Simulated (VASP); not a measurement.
# SiNi (Pmmn) in VASP: relaxation of cell and atoms with PBEsol

Aim: the relaxation of cell and atoms of SiNi with PBEsol.

All numbers are computed with VASP 6.6.1; they aren't measurements. Logs are shortened: lines on timing, memory, paths and dates and some standing lists are left out, and cuts for length are marked.

**1. The cell of the first run**

Symmetry: Pmmn, No. 59, orthorhombic system. Conventional cell: a = 2.985 Å, b = 3.224 Å, c = 4.657 Å, α = 90.00°, β = 90.00°, γ = 90.00°. Si (site symmetry mm2) has 6 Ni at 2.33 to 2.36 Å and 6 Si at 2.64 to 2.98 Å within 3.1 Å. Ni (site symmetry mm2) has 6 Si at 2.33 to 2.36 Å and 6 Ni at 2.64 to 2.98 Å within 3.1 Å.

**2. Relaxation of cell and atoms, PBEsol, target pressure 1 GPa, at which the enthalpy is minimised**

Contents of INCAR:

```
SYSTEM = SiNi
PREC = Accurate
ENCUT = 600
EDIFF = 1E-6
ISMEAR = 0
SIGMA = 0.1
LREAL = .FALSE.
LASPH = .TRUE.
NELM = 80
ALGO = Normal
ISIF = 3
LWAVE = .FALSE.
LCHARG = .FALSE.
GGA = PS
IBRION = 2
NSW = 70
EDIFFG = -0.008
PSTRESS = 10.0
```

Contents of KPOINTS:

```
regular mesh
0
G
  14 12 10
  0 0 0
```

Contents of POSCAR:

```
SiNi
1.0
    2.9849765204      0.0000000000      0.0000000000
    0.0000000000      3.2239997218      0.0000000000
    0.0000000000      0.0000000000      4.6571603574
Si Ni
2 2
Direct
    0.5000000000      0.5000000000      0.8426091518
    0.0000000000      0.0000000000      0.1573908482
    0.5000000000      0.5000000000      0.3432947119
    0.0000000000      0.0000000000      0.6567052881
```

Potentials or basis: VASP PAW PBE potentials, release 64 (Si, Ni).

On the command line:

```sh
$ cat potpaw_PBE.64/Si/POTCAR potpaw_PBE.64/Ni/POTCAR > POTCAR
$ mpirun -np 1 vasp_std > vasp.out
```

OUTCAR:

```text
SYSTEM = SiNi
   PREC = Accurate
   ENCUT = 600
   EDIFF = 1E-6
   ISMEAR = 0
   LREAL = .FALSE.
   LASPH = .TRUE.
   NELM = 80
   ISIF = 3
   GGA = PS
   IBRION = 2
   NSW = 70
   EDIFFG = -0.008
   PSTRESS = 10.0

 ion  position               nearest neighbor table
   1  0.500  0.500  0.843-   3 2.33   3 2.33   4 2.36   4 2.36   4 2.36   4 2.36   2 2.64   2 2.64
                             2 2.64   2 2.64
   2  0.000  0.000  0.157-   4 2.33   4 2.33   3 2.36   3 2.36   3 2.36   3 2.36   1 2.64   1 2.64
                             1 2.64   1 2.64
   3  0.500  0.500  0.343-   1 2.33   1 2.33   2 2.36   2 2.36   2 2.36   2 2.36   4 2.64   4 2.64
                             4 2.64   4 2.64
   4  0.000  0.000  0.657-   2 2.33   2 2.33   1 2.36   1 2.36   1 2.36   1 2.36   3 2.64   3 2.64
                             3 2.64   3 2.64

  LATTYP: Found a simple orthorhombic cell.
 ALAT       =     2.9849765204
 B/A-ratio  =     1.0800754042
 C/A-ratio  =     1.5601999967

  Lattice vectors:

 A1 = (   2.9849765204,   0.0000000000,   0.0000000000)
 A2 = (   0.0000000000,   3.2239997218,   0.0000000000)
 A3 = (   0.0000000000,   0.0000000000,   4.6571603574)

Analysis of symmetry for initial positions (statically):
=====================================================================
 Subroutine PRICEL returns:
 Original cell was already a primitive cell.

 Routine SETGRP: Setting up the symmetry group for a
 simple orthorhombic supercell.

 Subroutine GETGRP returns: Found  8 space group operations
 (whereof  4 operations were pure point group operations)
 out of a pool of  8 trial point group operations.

The static configuration has the point symmetry C_2v.
 The point group associated with its full space group is D_2h.

Analysis of symmetry for dynamics (positions and initial velocities):
=====================================================================
 Subroutine PRICEL returns:
 Original cell was already a primitive cell.

 Routine SETGRP: Setting up the symmetry group for a
 simple orthorhombic supercell.

 Subroutine GETGRP returns: Found  8 space group operations
 (whereof  4 operations were pure point group operations)
 out of a pool of  8 trial point group operations.

The dynamic configuration has the point symmetry C_2v.
 The point group associated with its full space group is D_2h.

 Subroutine INISYM returns: Found  8 space group operations
 (whereof  4 operations are pure point group operations),
 and found     1 'primitive' translations

----------------------------------------------------------------------------------------

                                     Primitive cell

  volume of cell :      44.8185

  direct lattice vectors                    reciprocal lattice vectors
     2.984976520  0.000000000  0.000000000     0.335011010  0.000000000  0.000000000
     0.000000000  3.223999722  0.000000000     0.000000000  0.310173724  0.000000000
     0.000000000  0.000000000  4.657160357     0.000000000  0.000000000  0.214723120

  length of vectors
     2.984976520  3.223999722  4.657160357     0.335011010  0.310173724  0.214723120

  position of ions in fractional coordinates (direct lattice)
     0.500000000  0.500000000  0.842609152
     0.000000000  0.000000000  0.157390848
     0.500000000  0.500000000  0.343294712
     0.000000000  0.000000000  0.656705288

  ion indices of the primitive-cell ions
   primitive index   ion index
                 1           1
                 2           2
                 3           3
                 4           4

----------------------------------------------------------------------------------------

 KPOINTS: regular mesh

Automatic generation of k-mesh.
 Grid dimensions read from file:
 generate k-points for:   14   12   10

 Generating k-lattice:

  Cartesian coordinates                     Fractional coordinates (reciprocal lattice)
     0.023929358  0.000000000  0.000000000     0.071428571  0.000000000  0.000000000
     0.000000000  0.025847810  0.000000000     0.000000000  0.083333333  0.000000000
     0.000000000  0.000000000  0.021472312     0.000000000  0.000000000  0.100000000

  Length of vectors
     0.023929358  0.025847810  0.021472312

  Shift w.r.t. Gamma in fractional coordinates (k-lattice)
     0.000000000  0.000000000  0.000000000

 Subroutine IBZKPT returns following result:
 ===========================================

 Found    336 irreducible k-points:

 Following reciprocal coordinates:
            Coordinates               Weight
  0.000000  0.000000  0.000000      1.000000
  0.071429  0.000000  0.000000      2.000000
  0.142857  0.000000  0.000000      2.000000
  0.214286  0.000000  0.000000      2.000000
  0.285714  0.000000  0.000000      2.000000
  0.357143  0.000000  0.000000      2.000000
[... 16 lines left out ...]
  0.428571  0.166667  0.000000      4.000000
  0.500000  0.166667  0.000000      2.000000
 [... further k-points ...]
   k-points           NKPTS =    336   k-points in BZ     NKDIM =    336   number of bands    NBANDS=     18
   number of dos      NEDOS =    301   number of ions     NIONS =      4
   total plane-waves  NPLWV =  26880
   dimension x,y,z NGX =    24 NGY =   28 NGZ =   40
   dimension x,y,z NGXF=    48 NGYF=   56 NGZF=   80
   ions per type =               2   2
   NGX,Y,Z   is equivalent  to a cutoff of  13.37, 14.44, 14.28 a.u.
   NGXF,Y,Z  is equivalent  to a cutoff of  26.73, 28.88, 28.56 a.u.
 SYSTEM =  SiNi
   PREC   = accura    normal or accurate (medium, high low for compatibility)
   ISTART =      0    job   : 0-new  1-cont  2-samecut
   ICHARG =      2    charge: 1-file 2-atom 10-const
   ISPIN  =      1    spin polarized calculation?
   LNONCOLLINEAR =      F non collinear calculations
   LSORBIT =      F    spin-orbit coupling
   LASPH  =      T    aspherical Exc in radial PAW
   ENCUT  =  600.0 eV  44.10 Ry    6.64 a.u.   5.96  6.44  9.30*2*pi/ulx,y,z
   NELM   =     80;   NELMIN=  2; NELMDL= -5     # of ELM steps
   EDIFF  = 0.1E-05   stopping-criterion for ELM
   LREAL  =      F    real-space projection
   EDIFFG = -.8E-02   stopping-criterion for IOM
   NSW    =     70    number of steps for IOM
   IBRION =      2    ionic relax: 0-MD 1-quasi-New 2-CG
   NFREE  =      1    steps in history (QN), initial steepest desc. (CG)
   ISIF   =      3    stress and relaxation
   ISYM   =      2    0-nonsym 1-usesym 2-fastsym
   POTIM  = 0.5000    time-step for ionic-motion
   TEBEG  =    0.0;   TEEND  =   0.0 temperature during run
   PSTRESS=   10.0 pullay stress
   NELECT =      28.0000    total number of electrons
   NUPDOWN=      -1.0000    fix difference up-down
   EMIN   =  10.00;   EMAX   =-10.00  energy-range for DOS
   EFERMI =   0.00;   METHOD = LEGACY
   ISMEAR =     0;   SIGMA  =   0.10  broadening in eV -4-tet -1-fermi 0-gaus
   EFERMI_NEDOS =   21; number of points for ismear=-14 and -15
   IALGO  =     38    algorithm
   IMIX   =      4    mixing-type and parameters
     AMIX     =   0.40;   BMIX     =  1.00
     AMIX_MAG =   1.60;   BMIX_MAG =  1.00
  volume/ion in A,a.u.               =      11.20        75.61
  Fermi-wavevector in a.u.,A,eV,Ry     =   1.399507  2.644685 26.648649  1.958620
  Thomas-Fermi vector in A             =   2.522560
   LORBIT       =      0    0 simple, 1 ext, 2 COOP (PROOUT), +10 PAW based schemes
   GGA     = PS    functional components
   LHFCALC =     F    Hartree Fock is set to
   AEXX    =    0.0000 exact exchange contribution
   IVDW    =     0    specifies the selected vdW correction
   LEPSILON=     F    determine dielectric tensor
   LRPA    =     F    only Hartree local field effects (RPA)
 conjugate gradient relaxation of ions
 non-spin polarized calculation
 Gauss-broadening in eV      SIGMA  =   0.10
  energy-cutoff  :      600.00
  volume of cell :       44.82
 maximum number of plane-waves:      1534
 NGX is ok and might be reduce to    24
   NGX = 11   NGY = 13   NGZ = 19

--------------------------------------- Ionic step        1  -------------------------------------------

 number of electron      28.0000001 magnetization

 Free energy of the ion-electron system (eV)
  ---------------------------------------------------
  ext. energy  EPLUGINS =         0.00000000
  ---------------------------------------------------
  free energy    TOTEN  =       -25.95812510 eV

  energy without entropy =      -25.95260816  energy(sigma->0) =      -25.95536663

------------------------ aborting loop because EDIFF is reached ----------------------------------------

  FORCE on cell =-STRESS in cart. coord.  units (eV):
  Direction    XX          YY          ZZ          XY          YZ          ZX
  --------------------------------------------------------------------------------------
  -------------------------------------------------------------------------------------
  Total        0.5054753      0.5749176      0.7768814      0.0000000      0.0000000      0.0000000
  in kB       18.0698026     20.5522376     27.7720666      0.0000000      0.0000000      0.0000000
  external PRESSURE =      12.1313689 kB  Pullay stress =      10.0000000 kB
[... 305 lines left out ...]
  enthalpy is  TOTEN    =       -25.6795390095 eV   P V=        0.2811535900

--------------------------------------- Ionic step        9  -------------------------------------------

 number of electron      28.0000001 magnetization

 Free energy of the ion-electron system (eV)
  ---------------------------------------------------
  ext. energy  EPLUGINS =         0.00000000
  ---------------------------------------------------
  free energy    TOTEN  =       -25.96081984 eV

  energy without entropy =      -25.95529361  energy(sigma->0) =      -25.95805672

 E-fermi :  11.6497     XC(G=0): -12.7290

 val. band max:       11.6407748965   @ k =   0.0714   0.1667   0.3000
 cond. band min:      11.6549456772   @ k =   0.2143   0.1667   0.4000
 fundamental gap:      0.0141707807
 Fermi energy:        11.6496608742

 k-point     1 :       0.0000    0.0000    0.0000
  band No.  band energies     occupation
      1      -2.4830      2.00000
      2       3.3633      2.00000
      3       4.9560      2.00000
      4       7.3210      2.00000
      5       7.9696      2.00000
      6       8.5456      2.00000
[... 10 lines left out ...]
     17      16.8532      0.00000
     18      17.1555      0.00000
[... 466 lines left out ...]
      2       1.7427      2.00000
      3       6.5086      2.00000
      4       6.5086      2.00000
      5       7.1705      2.00000
      6       7.1705      2.00000
[... 10 lines left out ...]
     17      13.7805      0.00000
     18      13.7805      0.00000

 [... further k-points ...]
[... 5 lines left out ...]
  --------------------------------------------------------------------------------------
  -------------------------------------------------------------------------------------
  Total        0.2696076      0.3060234      0.2691707      0.0000000      0.0000000      0.0000000
  in kB        9.5851627     10.8798245      9.5696287      0.0000000      0.0000000      0.0000000
  external PRESSURE =       0.0115387 kB  Pullay stress =      10.0000000 kB
[... 19 lines left out ...]
  FREE ENERGIE OF THE ION-ELECTRON SYSTEM (eV)
  ---------------------------------------------------
  free  energy   TOTEN  =       -25.9608198359 eV

  energy  without entropy=      -25.9552936060  energy(sigma->0) =      -25.95805672

  enthalpy is  TOTEN    =       -25.6795438118 eV   P V=        0.2812760242

 reached required accuracy - stopping structural energy minimisation
```

It took 16 min on 1 thread of Intel Xeon Platinum 8259CL at 2.50GHz (Skylake/Cascade Lake), shared host; peak memory 0.43 GiB.

What came out:

```
Free energy                                            : -25.9608 eV
Relaxed volume                                         : 11.27 Å³/atom
Relaxed cell                                           : a = 2.986 Å, b = 3.230 Å, c = 4.672 Å, α = 90.00°, β = 90.00°, γ = 90.00°
Space group after relaxing (to 0.05 Å)                 : Pmmn (No. 59)
Energy change on relaxing (the enthalpy is what falls) : -0.7 meV/atom
Ionic steps                                            : 9
Pressure after relaxing                                : 1.0 GPa
Band gap on the k mesh                                 : zero (band 14 reaches 13.63 eV, above the bottom of band 15 at 11.22 eV)
```

Forces on the atoms (eV/Å):
```
Si   0.000  0.000 -0.002
Si   0.000  0.000  0.002
Ni   0.000  0.000 -0.002
Ni   0.000  0.000  0.002
```

Step by step:
```tsv
step	energy change (eV)	largest force (eV/Å)	pressure (GPa)	volume (Å³)
1	0.0000	0.0374	2.21	44.82
2	-0.0031	0.0302	-0.44	45.37
3	-0.0027	0.0053	0.94	45.07
4	-0.0027	0.0061	0.93	45.07
5	-0.0016	0.0217	1.60	44.94
6	-0.0026	0.0070	1.04	45.06
7	-0.0026	0.0025	1.08	45.06
8	-0.0026	0.0024	1.11	45.05
9	-0.0027	0.0025	1.00	45.07
```

Final structure:
```
Si Ni
1.0
     2.98582    0.00000    0.00000
     0.00000    3.23024    0.00000
     0.00000    0.00000    4.67246
Si Ni
2 2
Direct
  0.50000 0.50000 0.84277
  0.00000 0.00000 0.15723
  0.50000 0.50000 0.34358
  0.00000 0.00000 0.65642
```

Caveat: the cell is relaxed towards a set pressure, so the enthalpy falls and the energy may rise; the PAW data sets were made with another functional, which shifts forces and pressure a little. Zero-point motion and thermal expansion aren't in these numbers.
